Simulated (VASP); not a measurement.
# CuO in VASP: single point with LDA

Aim: the single point of CuO with LDA.

Program: VASP 6.6.1. These are calculated values, not measurements. Logs are shortened: lines on timing, memory, paths and dates and some standing lists are left out, and cuts for length are marked.

## Step 1: The cell of the first run

The typed cell holds 4 atoms: a = 2.853 Å, b = 2.853 Å, c = 5.044 Å, α = 90.00°, β = 90.00°, γ = 89.84°.

## Step 2: Single point, LDA

The input, INCAR:

```
SYSTEM = CuO
PREC = Accurate
ENCUT = 820
EDIFF = 1E-6
ISMEAR = 0
SIGMA = 0.1
LREAL = .FALSE.
LASPH = .TRUE.
NELM = 120
ALGO = Normal
ISIF = 2
LWAVE = .FALSE.
LCHARG = .FALSE.
NBANDS = 33
GGA_COMPAT = .FALSE.
```

The input, KPOINTS:

```
Automatic mesh
0
G
  14 14 8
  0 0 0
```

The input, POSCAR:

```
CuO
1.0
    2.0135916939     -2.0144480502      0.1602068828
    2.0135916939      2.0144480502      0.1602068828
   -0.4003778289      0.0000000000      5.0284547228
Cu O
2 2
Direct
   -0.0057500000      0.4942500000      0.0018500000
    0.4942500000     -0.0057500000      0.5018500000
    0.4942635938      0.4942364062      0.2518500000
    0.4942364062      0.4942635938      0.7518500000
```

Potentials or basis: VASP PAW LDA potentials, release 64 (Cu_sv_GW, O).

Started as:

```console
$ cat potpaw_LDA.64/Cu_sv_GW/POTCAR potpaw_LDA.64/O/POTCAR > POTCAR
$ mpirun -np 1 vasp_std > vasp.out
```

OUTCAR:

```text
SYSTEM = CuO
   PREC = Accurate
   ENCUT = 820
   EDIFF = 1E-6
   ISMEAR = 0
   LREAL = .FALSE.
   LASPH = .TRUE.
   NELM = 120
   ISIF = 2

 ion  position               nearest neighbor table
   1  0.994  0.494  0.002-   3 1.90   4 1.90   4 1.90   3 1.90
   2  0.494  0.994  0.502-   4 1.90   3 1.90   4 1.90   3 1.90
   3  0.494  0.494  0.252-   2 1.90   1 1.90   2 1.90   1 1.90
   4  0.494  0.494  0.752-   1 1.90   2 1.90   2 1.90   1 1.90

  LATTYP: Found a base centered monoclinic cell.
 ALAT       =     4.0399097787
 B/A-ratio  =     0.9972737811
 C/A-ratio  =     1.2486340897
 COS(beta)  =    -0.0000593180

  Lattice vectors:

 A1 = (   2.0135916939,  -2.0144480502,   0.1602068828)
 A2 = (   2.0135916939,   2.0144480502,   0.1602068828)
 A3 = (  -0.4003778289,   0.0000000000,   5.0284547228)

Analysis of symmetry for initial positions (statically):
=====================================================================
 Subroutine PRICEL returns:
 Original cell was already a primitive cell.

 Routine SETGRP: Setting up the symmetry group for a
 base centered monoclinic supercell.

 Subroutine GETGRP returns: Found  4 space group operations
 (whereof  1 operations were pure point group operations)
 out of a pool of  4 trial point group operations.

The static configuration has the point symmetry C_1 .
 The point group associated with its full space group is C_2h.

Analysis of symmetry for dynamics (positions and initial velocities):
=====================================================================
 Subroutine PRICEL returns:
 Original cell was already a primitive cell.

 Routine SETGRP: Setting up the symmetry group for a
 base centered monoclinic supercell.

 Subroutine GETGRP returns: Found  4 space group operations
 (whereof  1 operations were pure point group operations)
 out of a pool of  4 trial point group operations.

The dynamic configuration has the point symmetry C_1 .
 The point group associated with its full space group is C_2h.

 Subroutine INISYM returns: Found  4 space group operations
 (whereof  1 operations are pure point group operations),
 and found     1 'primitive' translations

----------------------------------------------------------------------------------------

                                     Primitive cell

  volume of cell :      41.0520

  direct lattice vectors                    reciprocal lattice vectors
     2.013591694 -2.014448050  0.160206883     0.246749354 -0.248206947  0.019646785
     2.013591694  2.014448050  0.160206883     0.246749354  0.248206947  0.019646785
    -0.400377829  0.000000000  5.028454723    -0.015722900  0.000000000  0.197616356

  length of vectors
     2.852756334  2.852756334  5.044369069     0.350539482  0.350539482  0.198240848

  position of ions in fractional coordinates (direct lattice)
     0.994250000  0.494250000  0.001850000
     0.494250000  0.994250000  0.501850000
     0.494263594  0.494236406  0.251850000
     0.494236406  0.494263594  0.751850000

  ion indices of the primitive-cell ions
   primitive index   ion index
                 1           1
                 2           2
                 3           3
                 4           4

----------------------------------------------------------------------------------------

 KPOINTS: Automatic mesh

Automatic generation of k-mesh.
 Grid dimensions read from file:
 generate k-points for:   14   14    8

 Generating k-lattice:

  Cartesian coordinates                     Fractional coordinates (reciprocal lattice)
     0.017624954 -0.017729068  0.001403342     0.071428571 -0.000000000 -0.000000000
     0.017624954  0.017729068  0.001403342    -0.000000000  0.071428571 -0.000000000
    -0.001965362  0.000000000  0.024702045    -0.000000000 -0.000000000  0.125000000

  Length of vectors
     0.025038534  0.025038534  0.024780106

  Shift w.r.t. Gamma in fractional coordinates (k-lattice)
     0.000000000  0.000000000  0.000000000

 Subroutine IBZKPT returns following result:
 ===========================================

 Found    429 irreducible k-points:

 Following reciprocal coordinates:
            Coordinates               Weight
  0.000000  0.000000  0.000000      1.000000
  0.071429  0.000000  0.000000      4.000000
  0.142857  0.000000  0.000000      4.000000
  0.214286  0.000000 -0.000000      4.000000
  0.285714  0.000000 -0.000000      4.000000
  0.357143  0.000000 -0.000000      4.000000
[... 16 lines left out ...]
  0.214286  0.142857  0.000000      4.000000
  0.285714  0.142857  0.000000      4.000000
 [... further k-points ...]
   k-points           NKPTS =    429   k-points in BZ     NKDIM =    429   number of bands    NBANDS=     33
   number of dos      NEDOS =    301   number of ions     NIONS =      4
   total plane-waves  NPLWV =  37632
   dimension x,y,z NGX =    28 NGY =   28 NGZ =   48
   dimension x,y,z NGXF=    56 NGYF=   56 NGZF=   96
   ions per type =               2   2
   NGX,Y,Z   is equivalent  to a cutoff of  16.32, 16.32, 15.82 a.u.
   NGXF,Y,Z  is equivalent  to a cutoff of  32.63, 32.63, 31.64 a.u.
 SYSTEM =  CuO
   PREC   = accura    normal or accurate (medium, high low for compatibility)
   ISTART =      0    job   : 0-new  1-cont  2-samecut
   ICHARG =      2    charge: 1-file 2-atom 10-const
   ISPIN  =      1    spin polarized calculation?
   LNONCOLLINEAR =      F non collinear calculations
   LSORBIT =      F    spin-orbit coupling
   LASPH  =      T    aspherical Exc in radial PAW
   ENCUT  =  820.0 eV  60.27 Ry    7.76 a.u.   6.66  6.66 11.78*2*pi/ulx,y,z
   NELM   =    120;   NELMIN=  2; NELMDL= -5     # of ELM steps
   EDIFF  = 0.1E-05   stopping-criterion for ELM
   LREAL  =      F    real-space projection
   EDIFFG = 0.1E-04   stopping-criterion for IOM
   NSW    =      0    number of steps for IOM
   IBRION =     -1    ionic relax: 0-MD 1-quasi-New 2-CG
   NFREE  =      0    steps in history (QN), initial steepest desc. (CG)
   ISIF   =      2    stress and relaxation
   ISYM   =      2    0-nonsym 1-usesym 2-fastsym
   POTIM  = 0.5000    time-step for ionic-motion
   TEBEG  =    0.0;   TEEND  =   0.0 temperature during run
   PSTRESS=    0.0 pullay stress
   NELECT =      50.0000    total number of electrons
   NUPDOWN=      -1.0000    fix difference up-down
   EMIN   =  10.00;   EMAX   =-10.00  energy-range for DOS
   EFERMI =   0.00;   METHOD = LEGACY
   ISMEAR =     0;   SIGMA  =   0.10  broadening in eV -4-tet -1-fermi 0-gaus
   EFERMI_NEDOS =   21; number of points for ismear=-14 and -15
   IALGO  =     38    algorithm
   IMIX   =      4    mixing-type and parameters
     AMIX     =   0.40;   BMIX     =  1.00
     AMIX_MAG =   1.60;   BMIX_MAG =  1.00
  volume/ion in A,a.u.               =      10.26        69.26
  Fermi-wavevector in a.u.,A,eV,Ry     =   1.748316  3.303838 41.587695  3.056609
  Thomas-Fermi vector in A             =   2.819447
   LORBIT       =      0    0 simple, 1 ext, 2 COOP (PROOUT), +10 PAW based schemes
   GGA     = CA    functional components
   LHFCALC =     F    Hartree Fock is set to
   AEXX    =    0.0000 exact exchange contribution
   IVDW    =     0    specifies the selected vdW correction
   LEPSILON=     F    determine dielectric tensor
   LRPA    =     F    only Hartree local field effects (RPA)
 non-spin polarized calculation
 Gauss-broadening in eV      SIGMA  =   0.10
  energy-cutoff  :      820.00
  volume of cell :       41.05
 maximum number of plane-waves:      2221
   NGX = 13   NGY = 13   NGZ = 23

 number of electron      49.9999987 magnetization

 Free energy of the ion-electron system (eV)
  ---------------------------------------------------
  ext. energy  EPLUGINS =         0.00000000
  ---------------------------------------------------
  free energy    TOTEN  =       -23.66725998 eV

  energy without entropy =      -23.65448538  energy(sigma->0) =      -23.66087268

 E-fermi :   5.5243     XC(G=0): -12.6860

 val. band max:        5.5239100052   @ k =   0.0714   0.0000   0.3750
 cond. band min:       5.5307696264   @ k =   0.4286   0.2857   0.3750
 fundamental gap:      0.0068596212
 Fermi energy:         5.5243153176

 k-point     1 :       0.0000    0.0000    0.0000
  band No.  band energies     occupation
      1    -106.3908      2.00000
      2    -106.3903      2.00000
      3     -64.4697      2.00000
      4     -64.4697      2.00000
      5     -64.4295      2.00000
      6     -64.4215      2.00000
[... 25 lines left out ...]
     32      20.3028      0.00000
     33      20.5286      0.00000

 k-point     2 :       0.0714    0.0000    0.0000
  band No.  band energies     occupation
      1    -106.3909      2.00000
      2    -106.3902      2.00000
      3     -64.4707      2.00000
      4     -64.4696      2.00000
      5     -64.4293      2.00000
      6     -64.4216      2.00000
[... 25 lines left out ...]
     32      20.4062      0.00000
     33      20.6039      0.00000

 k-point     3 :       0.1429    0.0000    0.0000
  band No.  band energies     occupation
      1    -106.3907      2.00000
      2    -106.3901      2.00000
      3     -64.4733      2.00000
      4     -64.4695      2.00000
      5     -64.4288      2.00000
      6     -64.4217      2.00000
[... 25 lines left out ...]
     32      20.5959      0.00000
     33      20.7451      0.00000

 k-point     4 :       0.2143    0.0000   -0.0000
  band No.  band energies     occupation
      1    -106.3906      2.00000
      2    -106.3901      2.00000
      3     -64.4770      2.00000
      4     -64.4696      2.00000
      5     -64.4283      2.00000
      6     -64.4218      2.00000
[... 25 lines left out ...]
     32      20.5199      0.00000
     33      21.0416      0.00000

 k-point     5 :       0.2857    0.0000   -0.0000
  band No.  band energies     occupation
      1    -106.3903      2.00000
      2    -106.3898      2.00000
      3     -64.4808      2.00000
      4     -64.4693      2.00000
      5     -64.4272      2.00000
      6     -64.4221      2.00000
[... 604 lines left out ...]
 k-point    22 :       0.1429    0.1429    0.0000
  band No.  band energies     occupation
      1    -106.3906      2.00000
      2    -106.3901      2.00000
      3     -64.4735      2.00000
      4     -64.4728      2.00000
      5     -64.4284      2.00000
      6     -64.4217      2.00000
[... 25 lines left out ...]
     32      18.5093      0.00000
     33      21.1032      0.00000

 k-point    23 :       0.2143    0.1429    0.0000
  band No.  band energies     occupation
      1    -106.3903      2.00000
      2    -106.3898      2.00000
      3     -64.4766      2.00000
      4     -64.4727      2.00000
      5     -64.4275      2.00000
      6     -64.4217      2.00000
[... 25 lines left out ...]
     32      18.4410      0.00000
     33      21.0424      0.00000

 k-point    24 :       0.2857    0.1429    0.0000
  band No.  band energies     occupation
      1    -106.3900      2.00000
      2    -106.3896      2.00000
      3     -64.4807      2.00000
      4     -64.4725      2.00000
      5     -64.4266      2.00000
      6     -64.4219      2.00000
[... 25 lines left out ...]
     32      18.7790      0.00000
     33      20.6624      0.00000

 [... further k-points ...]
[... 5 lines left out ...]
  --------------------------------------------------------------------------------------
  -------------------------------------------------------------------------------------
  Total       -0.0643833     -0.0548897      0.0465440      0.0000000      0.0000000     -0.0088515
  in kB       -2.5127491     -2.1422343      1.8165188      0.0000000      0.0000000     -0.3454572
  external PRESSURE =      -0.9461549 kB  Pullay stress =       0.0000000 kB

 VOLUME and BASIS-vectors are now :
 -----------------------------------------------------------------------------
  energy-cutoff  :      820.00
  volume of cell :       41.05
      direct lattice vectors                 reciprocal lattice vectors
     2.013591694 -2.014448050  0.160206883     0.246749354 -0.248206947  0.019646785
     2.013591694  2.014448050  0.160206883     0.246749354  0.248206947  0.019646785
    -0.400377829  0.000000000  5.028454723    -0.015722900  0.000000000  0.197616356

 POSITION                                       TOTAL-FORCE (eV/Angst)
 -----------------------------------------------------------------------------------
      2.99649     -1.00722      0.24777        -0.000000      0.000000     -0.000000
      2.79630      1.00722      2.76200         0.000000      0.000000      0.000000
      1.88960     -0.00005      1.42478        -0.000000     -0.000077      0.000000
      1.68941      0.00005      3.93901        -0.000000      0.000077      0.000000
 -----------------------------------------------------------------------------------
    total drift:                                0.000087      0.000000      0.000104

  FREE ENERGIE OF THE ION-ELECTRON SYSTEM (eV)
  ---------------------------------------------------
  free  energy   TOTEN  =       -23.6672599778 eV

  energy  without entropy=      -23.6544853755  energy(sigma->0) =      -23.66087268
```

Run time: 11 min. Hardware: 1 thread of Intel Xeon Platinum 8559C (Emerald Rapids), shared host; peak memory 1 GiB.

What came out:

```yaml
Free_energy: -23.6673 eV
Pressure: -0.1 GPa
Band_gap_on_the_k_mesh: zero (bands 25 and 26 overlap by 1.21 eV)
```

Levels at points of the mesh, in eV from the Fermi level:
| k point | band 22 | band 23 | band 24 | band 25 | band 26 | band 27 | band 28 | band 29 |
| --- | --- | --- | --- | --- | --- | --- | --- | --- |
| (0.00, 0.00, 0.00) | -2.64 | -2.53 | -2.13 | 0.70 | 0.71 | 1.60 | 6.06 | 7.51 |
| (0.50, 0.00, 0.00) | -2.11 | -1.74 | -1.67 | 0.22 | 0.46 | 3.32 | 6.02 | 6.73 |
| (0.50, 0.50, 0.00) | -2.57 | -1.68 | -1.30 | -1.30 | 1.21 | 1.67 | 7.03 | 10.05 |
| (0.00, 0.00, 0.50) | -2.53 | -1.71 | -1.71 | 0.05 | 0.05 | 3.63 | 3.63 | 11.78 |
| (0.50, 0.00, 0.50) | -2.61 | -2.23 | -1.99 | -0.12 | 0.71 | 4.07 | 6.02 | 8.30 |
| (0.50, 0.50, 0.50) | -2.15 | -1.55 | -1.55 | -0.51 | -0.51 | 3.68 | 3.68 | 11.07 |

Caveat: semilocal functionals often make such compounds metallic where correlation or magnetic order opens a gap, which also shifts bond lengths. With open d or f shells a metallic result of LDA can be an artefact of self-interaction; +U or a hybrid may open a gap.
